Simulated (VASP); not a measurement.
Runs of VASP 6.6.1 on Hf2TaN2. The structure is that of space group P6/mmm (No. 191), or close to it. The cells are those of the table. 

| task | spin | cell | k mesh | cutoff (eV) | gap on the mesh (eV) | pressure (GPa) | moment (μB) |
| --- | --- | --- | --- | --- | --- | --- | --- |
| single point | collinear, ferromagnetic start | a = 4.636, b = 4.636, c = 4.091 Å, angles 90.0, 90.0, 120.0°, 5 atoms | 6 × 6 × 4 | 520 | none | -0.2 | 0.00 |
| single point | off | a = 4.636, b = 4.636, c = 4.091 Å, angles 90.0, 90.0, 120.0°, 5 atoms | 6 × 6 × 4 | 520 | none | -0.2 | - |
| relaxation of cell and atoms | off | relaxed from a = 4.540, b = 4.540, c = 4.131 Å, angles 90.0, 90.0, 120.0°, 5 atoms | 6 × 6 × 4 | 600 | none | 0.0 | - |
| single point | collinear, ferromagnetic start | a = 4.540, b = 4.540, c = 4.131 Å, angles 90.0, 90.0, 120.0°, 5 atoms | 6 × 6 × 4 | 520 | none | (a) | 0.00 |
| single point | off | a = 4.629, b = 4.629, c = 4.099 Å, angles 90.0, 90.0, 120.0°, 5 atoms | 12 × 12 × 10 | 520 | none | -0.3 | - |

Alike in all rows: level PBE; potentials or basis VASP PAW PBE potentials, release 64 (Hf_pv, Ta_pv, N); smearing gaussian 0.1 eV.

Question: Estimate the missing entries.

Answer: (a) 2.0.

Caveats: some runs use coarse meshes; spin-orbit coupling is left out, which moves the levels of the heavy elements.

A k mesh can miss the band edges, and the runs leave out spin-orbit coupling on Hf, Ta.

A gap of «none» marks levels without a gap at the run's occupations.
